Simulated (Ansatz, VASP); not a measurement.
NaH in VASP and in Ansatz

Contents of POSCAR:

```
NaH
1.0
    0.0000000000      2.4207688289      2.4207688289
    2.4207688289      0.0000000000      2.4207688289
    2.4207688289      2.4207688289      0.0000000000
Na H
1 1
Direct
    0.0000000000      0.0000000000      0.0000000000
    0.5000000000      0.5000000000      0.5000000000
```

Contents of INCAR.step1:

```
SYSTEM = NaH
ALGO     = Normal         ! electronic algorithm
EDIFF    = 1E-4           ! SCF threshold, eV
ENCUT    = 520            ! plane-wave cutoff, eV
GGA      = PE             ! functional
ISMEAR   = -1             ! smearing method
LASPH    = .True.         ! aspherical terms in the spheres
LCHARG   = .False.        ! write CHGCAR
LREAL    = .False.        ! projectors in reciprocal space
LWAVE    = .True.         ! write WAVECAR
NBANDS   = 11             ! bands
NELM     = 100            ! most SCF steps
PREC     = Accurate       ! precision mode
SIGMA    = 0.2            ! smearing width, eV
```

Contents of INCAR.step2:

```
SYSTEM = NaH
ALGO     = Normal         ! electronic algorithm
EDIFF    = 1E-6           ! SCF threshold, eV
ENCUT    = 520            ! plane-wave cutoff, eV
ISIF     = 2              ! what is computed and relaxed
ISMEAR   = -1             ! smearing method
ISTART   = 1            
LASPH    = .True.         ! aspherical terms in the spheres
LCHARG   = .False.        ! write CHGCAR
LMIXTAU  = .True.       
LREAL    = .False.        ! projectors in reciprocal space
LWAVE    = .False.        ! write WAVECAR
METAGGA  = R2SCAN         ! meta-GGA
NBANDS   = 11             ! bands
NELM     = 100            ! most SCF steps
PREC     = Accurate       ! precision mode
SIGMA    = 0.2            ! smearing width, eV
```

The input KPOINTS:

```
k-points
0
Gamma
  10 10 10
  0 0 0
```

Input for Ansatz:

```yaml
crystal:
  lattice:
    - [0.0, 2.4207688289, 2.4207688289]
    - [2.4207688289, 0.0, 2.4207688289]
    - [2.4207688289, 2.4207688289, 0.0]
  atoms:
    - { symbol: Na, position: [0.0, 0.0, 0.0] }
    - { symbol: H, position: [0.5, 0.5, 0.5] }
basis:
  ecutwfc: 520.0
kpoints:
  mp_grid: { grid: [10, 10, 10] }
hamiltonian:
  xc: r2scan
scf:
  occupations: { method: fermi_dirac, width: 0.2 }
output:
  forces: true
  stress: true
  eigenvalues: true
```

Alike in both runs: task single point; functional r2SCAN; k mesh 10 × 10 × 10; occupations fermi-dirac, width 0.2 eV; no spin polarisation.

```csv
,VASP,Ansatz
version,VASP 6.6.1,Ansatz 0.2.0
potentials or method,"VASP PAW PBE potentials, release 64 (Na_pv, H), cutoff 520 eV","scalar-relativistic, plane waves, PAW"
valence electrons in the cell,8,10
```

```tsv
	VASP	Ansatz	Ansatz less VASP
gap on the k mesh at the Fermi level (eV)	4.37	4.36	-0.010
least direct gap on the mesh (eV)	5.19	5.20	+0.009
pressure (GPa)	-0.8	-0.7	+0.16
```

VASP's potentials were made for PBE, not for r2SCAN. With one functional, cell and mesh, what is left measures potentials, basis and numerics. VASP's potentials hold 8 valence electrons a cell and Ansatz's 10, so a difference there can come from the potentials and not from the codes.
